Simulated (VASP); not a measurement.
# Si3N4 (P6_3/m) in VASP: a series of runs

Aim: see how the results for Si3N4 move with the level of theory and the settings. Levels: LDA, r2SCAN. Tasks: single point.

Program: VASP 6.6.1. These are calculated values, not measurements. Logs are shortened: lines on timing, memory, paths and dates and some standing lists are left out, and cuts for length are marked.

## 1. The cell of the first run

Symmetry: P6_3/m, No. 176, hexagonal system. Conventional cell: a = 7.619 Å, b = 7.619 Å, c = 2.911 Å, α = 90.00°, β = 90.00°, γ = 120.00°. Si (site symmetry m) has 4 N at 1.73 to 1.74 Å within 2.3 Å. N (site symmetry m) has 3 Si at 1.74 Å within 2.3 Å. Within 2.3 Å of N (site symmetry -6) lie 3 Si at 1.73 Å.

## 2. Single point, LDA

INCAR

```
SYSTEM = Si3N4
PREC = Accurate
ENCUT = 520
EDIFF = 1E-7
ISMEAR = 0
SIGMA = 0.02
LREAL = .FALSE.
LASPH = .TRUE.
NELM = 100
ALGO = Normal
ISIF = 2
LWAVE = .FALSE.
LCHARG = .TRUE.
GGA = CA
LELF = .TRUE.
LVHAR = .TRUE.
NBANDS = 45
```

KPOINTS

```
regular mesh
0
G
  6 6 8
  0 0 0
```

POSCAR

```
Si3N4
1.0
    7.6192367481      0.0000000000      0.0000000000
   -3.8096183740      6.5984525813      0.0000000000
    0.0000000000      0.0000000000      2.9112990899
Si N
6 8
Direct
    0.7678317162      0.1740753499      0.3256285714
    0.5937563663      0.7678317162      0.8256285714
    0.8259246501      0.5937563663      0.3256285714
    0.2321682838      0.8259246501      0.8256285714
    0.4062436337      0.2321682838      0.3256285714
    0.1740753499      0.4062436337      0.8256285714
    0.0298827494      0.3299417877      0.3256285714
    0.6999409617      0.0298827494      0.8256285714
    0.6700582123      0.6999409617      0.3256285714
    0.9701172506      0.6700582123      0.8256285714
    0.3000590383      0.9701172506      0.3256285714
    0.3299417877      0.3000590383      0.8256285714
    0.3333333333      0.6666666667     -0.1743714286
    0.6666666667      0.3333333333      0.3256285714
```

Potentials or basis: VASP PAW LDA potentials, release 64 (Si, N).

Command:

```sh
cat potpaw_LDA.64/Si/POTCAR potpaw_LDA.64/N/POTCAR > POTCAR
mpirun -np 1 vasp_std > vasp.out
```

OUTCAR:

```text
SYSTEM = Si3N4
   PREC = Accurate
   ENCUT = 520
   EDIFF = 1E-7
   ISMEAR = 0
   LREAL = .FALSE.
   LASPH = .TRUE.
   NELM = 100
   ISIF = 2
   GGA = CA

 ion  position               nearest neighbor table
   1  0.768  0.174  0.326-  14 1.73   8 1.74   8 1.74   7 1.74   3 3.00   5 3.00   2 3.06   2 3.06
                             6 3.06   6 3.06
   2  0.594  0.768  0.826-  13 1.73   9 1.74   9 1.74   8 1.74   4 3.00   6 3.00   3 3.06   3 3.06
                             1 3.06   1 3.06
   3  0.826  0.594  0.326-  14 1.73  10 1.74  10 1.74   9 1.74   1 3.00   5 3.00   2 3.06   2 3.06
                             4 3.06   4 3.06
   4  0.232  0.826  0.826-  13 1.73  11 1.74  11 1.74  10 1.74   6 3.00   2 3.00   5 3.06   5 3.06
                             3 3.06   3 3.06
   5  0.406  0.232  0.326-  14 1.73  12 1.74  12 1.74  11 1.74   1 3.00   3 3.00   6 3.06   6 3.06
                             4 3.06   4 3.06
   6  0.174  0.406  0.826-  13 1.73   7 1.74   7 1.74  12 1.74   4 3.00   2 3.00   5 3.06   5 3.06
                             1 3.06   1 3.06
   7  0.030  0.330  0.326-   6 1.74   6 1.74   1 1.74
   8  0.700  0.030  0.826-   1 1.74   1 1.74   2 1.74
   9  0.670  0.700  0.326-   2 1.74   2 1.74   3 1.74
  10  0.970  0.670  0.826-   3 1.74   3 1.74   4 1.74
  11  0.300  0.970  0.326-   4 1.74   4 1.74   5 1.74
  12  0.330  0.300  0.826-   5 1.74   5 1.74   6 1.74
  13  0.333  0.667  0.826-   4 1.73   6 1.73   2 1.73
  14  0.667  0.333  0.326-   1 1.73   3 1.73   5 1.73

  LATTYP: Found a hexagonal cell.
 ALAT       =     7.6192367481
 C/A-ratio  =     0.3820985206

  Lattice vectors:

 A1 = (   7.6192367481,   0.0000000000,   0.0000000000)
 A2 = (  -3.8096183740,   6.5984525813,   0.0000000000)
 A3 = (   0.0000000000,   0.0000000000,   2.9112990899)

Analysis of symmetry for initial positions (statically):
=====================================================================
 Subroutine PRICEL returns:
 Original cell was already a primitive cell.

 Routine SETGRP: Setting up the symmetry group for a
 hexagonal supercell.

 Subroutine GETGRP returns: Found 12 space group operations
 (whereof  3 operations were pure point group operations)
 out of a pool of 24 trial point group operations.

The static configuration has the point symmetry C_3 .
 The point group associated with its full space group is C_6h.

Analysis of symmetry for dynamics (positions and initial velocities):
=====================================================================
 Subroutine PRICEL returns:
 Original cell was already a primitive cell.

 Routine SETGRP: Setting up the symmetry group for a
 hexagonal supercell.

 Subroutine GETGRP returns: Found 12 space group operations
 (whereof  3 operations were pure point group operations)
 out of a pool of 24 trial point group operations.

The dynamic configuration has the point symmetry C_3 .
 The point group associated with its full space group is C_6h.

 Subroutine INISYM returns: Found 12 space group operations
 (whereof  3 operations are pure point group operations),
 and found     1 'primitive' translations

----------------------------------------------------------------------------------------

                                     Primitive cell

  volume of cell :     146.3661

  direct lattice vectors                    reciprocal lattice vectors
     7.619236748  0.000000000  0.000000000     0.131246742  0.075775342  0.000000000
    -3.809618374  6.598452581  0.000000000     0.000000000  0.151550684  0.000000000
     0.000000000  0.000000000  2.911299090     0.000000000  0.000000000  0.343489270

  length of vectors
     7.619236748  7.619236748  2.911299090     0.151550684  0.151550684  0.343489270

  position of ions in fractional coordinates (direct lattice)
     0.767831716  0.174075350  0.325628571
     0.593756366  0.767831716  0.825628571
     0.825924650  0.593756366  0.325628571
     0.232168284  0.825924650  0.825628571
     0.406243634  0.232168284  0.325628571
     0.174075350  0.406243634  0.825628571
     0.029882749  0.329941788  0.325628571
     0.699940962  0.029882749  0.825628571
     0.670058212  0.699940962  0.325628571
     0.970117251  0.670058212  0.825628571
     0.300059038  0.970117251  0.325628571
[... 33 lines left out ...]
     0.000000000  0.025258447  0.000000000     0.000000000  0.166666667  0.000000000
     0.000000000  0.000000000  0.042936159     0.000000000  0.000000000  0.125000000

  Length of vectors
     0.025258447  0.025258447  0.042936159

  Shift w.r.t. Gamma in fractional coordinates (k-lattice)
     0.000000000  0.000000000  0.000000000

 Subroutine IBZKPT returns following result:
 ===========================================

 Found     40 irreducible k-points:

 Following reciprocal coordinates:
            Coordinates               Weight
  0.000000  0.000000  0.000000      1.000000
  0.166667  0.000000  0.000000      6.000000
  0.333333  0.000000  0.000000      6.000000
  0.500000  0.000000  0.000000      3.000000
  0.166667  0.166667  0.000000      6.000000
  0.333333  0.166667  0.000000      6.000000
[... 16 lines left out ...]
 -0.333333  0.500000 -0.250000     12.000000
  0.333333  0.333333  0.250000      4.000000
 [... further k-points ...]
   k-points           NKPTS =     40   k-points in BZ     NKDIM =     40   number of bands    NBANDS=     45
   number of dos      NEDOS =    301   number of ions     NIONS =     14
   total plane-waves  NPLWV =  86400
   dimension x,y,z NGX =    60 NGY =   60 NGZ =   24
   dimension x,y,z NGXF=   120 NGYF=  120 NGZF=   48
   ions per type =               6   8
   NGX,Y,Z   is equivalent  to a cutoff of  13.09, 13.09, 13.70 a.u.
   NGXF,Y,Z  is equivalent  to a cutoff of  26.18, 26.18, 27.41 a.u.
 SYSTEM =  Si3N4
   PREC   = accura    normal or accurate (medium, high low for compatibility)
   ISTART =      0    job   : 0-new  1-cont  2-samecut
   ICHARG =      2    charge: 1-file 2-atom 10-const
   ISPIN  =      1    spin polarized calculation?
   LNONCOLLINEAR =      F non collinear calculations
   LSORBIT =      F    spin-orbit coupling
   LASPH  =      T    aspherical Exc in radial PAW
   ENCUT  =  520.0 eV  38.22 Ry    6.18 a.u.  14.17 14.17  5.41*2*pi/ulx,y,z
   NELM   =    100;   NELMIN=  2; NELMDL= -5     # of ELM steps
   EDIFF  = 0.1E-06   stopping-criterion for ELM
   LREAL  =      F    real-space projection
   EDIFFG = 0.1E-05   stopping-criterion for IOM
   NSW    =      0    number of steps for IOM
   IBRION =     -1    ionic relax: 0-MD 1-quasi-New 2-CG
   NFREE  =      0    steps in history (QN), initial steepest desc. (CG)
   ISIF   =      2    stress and relaxation
   ISYM   =      2    0-nonsym 1-usesym 2-fastsym
   POTIM  = 0.5000    time-step for ionic-motion
   TEBEG  =    0.0;   TEEND  =   0.0 temperature during run
   PSTRESS=    0.0 pullay stress
   NELECT =      64.0000    total number of electrons
   NUPDOWN=      -1.0000    fix difference up-down
   EMIN   =  10.00;   EMAX   =-10.00  energy-range for DOS
   EFERMI =   0.00;   METHOD = LEGACY
   ISMEAR =     0;   SIGMA  =   0.02  broadening in eV -4-tet -1-fermi 0-gaus
   EFERMI_NEDOS =   21; number of points for ismear=-14 and -15
   IALGO  =     38    algorithm
   IMIX   =      4    mixing-type and parameters
     AMIX     =   0.40;   BMIX     =  1.00
     AMIX_MAG =   1.60;   BMIX_MAG =  1.00
  volume/ion in A,a.u.               =      10.45        70.55
  Fermi-wavevector in a.u.,A,eV,Ry     =   1.242571  2.348119 21.007174  1.543984
  Thomas-Fermi vector in A             =   2.376920
   LORBIT       =      0    0 simple, 1 ext, 2 COOP (PROOUT), +10 PAW based schemes
   GGA     = CA    functional components
   LHFCALC =     F    Hartree Fock is set to
   AEXX    =    0.0000 exact exchange contribution
   IVDW    =     0    specifies the selected vdW correction
   LEPSILON=     F    determine dielectric tensor
   LRPA    =     F    only Hartree local field effects (RPA)
 non-spin polarized calculation
 Gauss-broadening in eV      SIGMA  =   0.02
  energy-cutoff  :      520.00
  volume of cell :      146.37
 maximum number of plane-waves:      3966
 NGX is ok and might be reduce to    60
   NGX = 29   NGY = 29   NGZ = 11

 number of electron      63.9999998 magnetization

 Free energy of the ion-electron system (eV)
  ---------------------------------------------------
  ext. energy  EPLUGINS =         0.00000000
  ---------------------------------------------------
  free energy    TOTEN  =      -126.50546305 eV

  energy without entropy =     -126.50546305  energy(sigma->0) =     -126.50546305

 E-fermi :   6.6483     XC(G=0): -11.1514

 val. band max:        6.5572764830   @ k =   0.0000   0.0000   0.1250
 cond. band min:      10.6939963468   @ k =   0.0000   0.0000   0.0000
 fundamental gap:      4.1367198638
 Fermi energy:         6.6483047780

 k-point     1 :       0.0000    0.0000    0.0000
  band No.  band energies     occupation
      1     -11.4814      2.00000
      2      -9.9910      2.00000
      3      -9.9910      2.00000
      4      -9.3648      2.00000
      5      -9.2203      2.00000
      6      -9.2203      2.00000
[... 1117 lines left out ...]
     43      14.6340      0.00000
     44      14.6340      0.00000

 [... further k-points ...]

 [bands above 44 left out]

------------------------ aborting loop because EDIFF is reached ----------------------------------------

  FORCE on cell =-STRESS in cart. coord.  units (eV):
  Direction    XX          YY          ZZ          XY          YZ          ZX
  --------------------------------------------------------------------------------------
  -------------------------------------------------------------------------------------
  Total       -3.7672530     -3.7672530     -4.3450443     -0.0000000      0.0000000      0.0000000
  in kB      -41.2377520    -41.2377520    -47.5624701     -0.0000001      0.0000000      0.0000000
  external PRESSURE =     -43.3459913 kB  Pullay stress =       0.0000000 kB

 VOLUME and BASIS-vectors are now :
 -----------------------------------------------------------------------------
  energy-cutoff  :      520.00
  volume of cell :      146.37
      direct lattice vectors                 reciprocal lattice vectors
     7.619236748  0.000000000  0.000000000     0.131246742  0.075775342  0.000000000
    -3.809618374  6.598452581  0.000000000     0.000000000  0.151550684  0.000000000
     0.000000000  0.000000000  2.911299090     0.000000000  0.000000000  0.343489270

 POSITION                                       TOTAL-FORCE (eV/Angst)
 -----------------------------------------------------------------------------------
      5.18713      1.14863      0.94800         0.001950      0.019586      0.000000
      1.59882      5.06650      2.40365        -0.015987      0.011482     -0.000000
      4.03093      3.91787      0.94800        -0.017937     -0.008104      0.000000
     -1.37751      5.44982      2.40365        -0.001950     -0.019586     -0.000000
      2.21079      1.53195      0.94800         0.015987     -0.011482     -0.000000
     -0.22131      2.68058      2.40365         0.017937      0.008104      0.000000
     -1.02927      2.17711      0.94800         0.006155      0.021370      0.000000
      5.21917      0.19718      2.40365        -0.015429      0.016016      0.000000
      2.43882      4.61853      0.94800        -0.021585     -0.005354      0.000000
      4.83889      4.42135      2.40365        -0.006155     -0.021370      0.000000
     -1.40956      6.40127      0.94800         0.015429     -0.016016     -0.000000
      1.37079      1.97993      2.40365         0.021585      0.005354     -0.000000
     -0.00000      4.39897      2.40365         0.000000      0.000000      0.000000
      3.80962      2.19948      0.94800         0.000000      0.000000      0.000000
 -----------------------------------------------------------------------------------
    total drift:                                0.000000      0.000000      0.000049

  FREE ENERGIE OF THE ION-ELECTRON SYSTEM (eV)
  ---------------------------------------------------
  free  energy   TOTEN  =      -126.5054630531 eV

  energy  without entropy=     -126.5054630531  energy(sigma->0) =     -126.50546305
```

It took 8.7 min on 1 thread of Oxide Virtual Turin-like, shared host; peak memory 0.29 GiB.

What came out:

| Quantity | Value |
| --- | --- |
| Free energy | -126.5055 eV |
| Pressure | -4.3 GPa |
| Largest force | 0.022 eV/Å |
| Band gap on the k mesh | 4.14 eV (least direct gap 4.33 eV) |

Forces on the atoms (eV/Å):
```
Si   0.002  0.020  0.000
Si  -0.016  0.011  0.000
Si  -0.018 -0.008  0.000
Si  -0.002 -0.020  0.000
Si   0.016 -0.011  0.000
Si   0.018  0.008  0.000
N    0.006  0.021  0.000
N   -0.015  0.016  0.000
N   -0.022 -0.005  0.000
N   -0.006 -0.021  0.000
N    0.015 -0.016  0.000
N    0.022  0.005  0.000
N    0.000  0.000  0.000
N    0.000  0.000  0.000
```

Caveat: the cell stands under tension.

## 3. Single point, r2SCAN

POSCAR is that of step 2.

INCAR.step1

```
ALGO = Normal
EDIFF = 1E-4
ENCUT = 520
GGA = PE
ISMEAR = 0
LASPH = True
LCHARG = False
LREAL = False
LWAVE = True
NBANDS = 45
NELM = 100
PREC = Accurate
SIGMA = 0.02
```

INCAR.step2

```
ALGO = Normal
EDIFF = 1E-6
ENCUT = 520
ISIF = 2
ISMEAR = 0
ISTART = 1
LASPH = True
LCHARG = False
LMIXTAU = True
LREAL = False
LWAVE = False
METAGGA = R2SCAN
NBANDS = 45
NELM = 100
PREC = Accurate
SIGMA = 0.02
```

KPOINTS

```
k-points
0
Gamma
  6 6 8
```

Potentials or basis: VASP PAW PBE potentials, release 64 (Si, N).

Command:

```sh
cat potpaw_PBE.64/Si/POTCAR potpaw_PBE.64/N/POTCAR > POTCAR
cp INCAR.step1 INCAR
mpirun -np 1 vasp_std > vasp.out
cp INCAR.step2 INCAR
mpirun -np 1 vasp_std > vasp.out
```

Wall time 21 min (1 thread of Oxide Virtual Turin-like, shared host); peak memory 0.39 GiB.

It converged, with:

```
Free energy            : -144.1594 eV
Pressure               : -1.8 GPa
Largest force          : 0.057 eV/Å
Band gap on the k mesh : 4.98 eV (least direct gap 5.17 eV)
```

Forces on the atoms (eV/Å):
```
Si   0.048  0.030  0.000
Si  -0.002  0.057  0.000
Si  -0.050  0.027  0.000
Si  -0.048 -0.030  0.000
Si   0.002 -0.057  0.000
Si   0.050 -0.027  0.000
N    0.034  0.015  0.000
N    0.004  0.037  0.000
N   -0.030  0.022  0.000
N   -0.034 -0.015  0.000
N   -0.004 -0.037  0.000
N    0.030 -0.022  0.000
N    0.000  0.000  0.000
N    0.000  0.000  0.000
```

Stress tensor (GPa, compression positive):
```
-1.65  0.00  0.00
 0.00 -1.65  0.00
 0.00  0.00 -2.00
```

Levels at points of the mesh, in eV from the valence-band top:
| k point | band 29 | band 30 | band 31 | band 32 | band 33 | band 34 | band 35 | band 36 |
| --- | --- | --- | --- | --- | --- | --- | --- | --- |
| (0.00, 0.00, 0.00) | -1.30 | -0.46 | -0.39 | -0.20 | 4.98 | 5.24 | 5.55 | 5.55 |
| (0.50, 0.00, 0.00) | -1.35 | -0.78 | -0.33 | -0.25 | 5.26 | 5.37 | 5.54 | 5.94 |
| (0.00, 0.00, 0.50) | -1.65 | -1.65 | -1.36 | -1.36 | 5.34 | 5.34 | 5.34 | 5.34 |
| (0.50, 0.00, 0.50) | -1.53 | -1.53 | -1.07 | -1.07 | 5.43 | 5.43 | 6.50 | 6.50 |

Caveat: the PAW data sets were made with another functional, which shifts forces and pressure a little.
